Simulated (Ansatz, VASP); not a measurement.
# GaN: VASP beside Ansatz

```xyz
4
Lattice="3.1518 0.0000 0.0000 -1.5759 2.7295 0.0000 0.0000 0.0000 5.1384" Properties=species:S:1:pos:R:3 pbc="T T T"
Ga    0.0000    1.8197   -0.0036
Ga    1.5759    0.9098    2.5656
N     0.0000    1.8197    1.9305
N     1.5759    0.9098    4.4997
```

Alike in both runs: functional LDA; k mesh 21 × 21 × 12; occupations gaussian, width 0.02 eV; no spin polarisation.

Ansatz relaxed the structure, and its values are those at the end. VASP's run is a single point on that final structure, the one shown.

|  | VASP | Ansatz |
| --- | --- | --- |
| version | VASP 6.6.1 | Ansatz 0.2.0 |
| potentials or method | VASP PAW LDA potentials, release 64 (Ga_d, N) | scalar-relativistic, plane waves, PAW |
| plane-wave cutoff (eV) | 520 | 420 |
| valence electrons in the cell | 36 | 36 |

|  | VASP | Ansatz | Ansatz less VASP |
| --- | --- | --- | --- |
| gap on the k mesh at the Fermi level (eV) | 2.15 | 2.13 | -0.017 |
| least direct gap on the mesh (eV) | 2.15 | 2.13 | -0.017 |
| pressure (GPa) | 1.1 | 0.0 | -1.09 |

LDA's correlation is that of Perdew and Zunger in VASP and of Perdew and Wang (1992) in Ansatz.
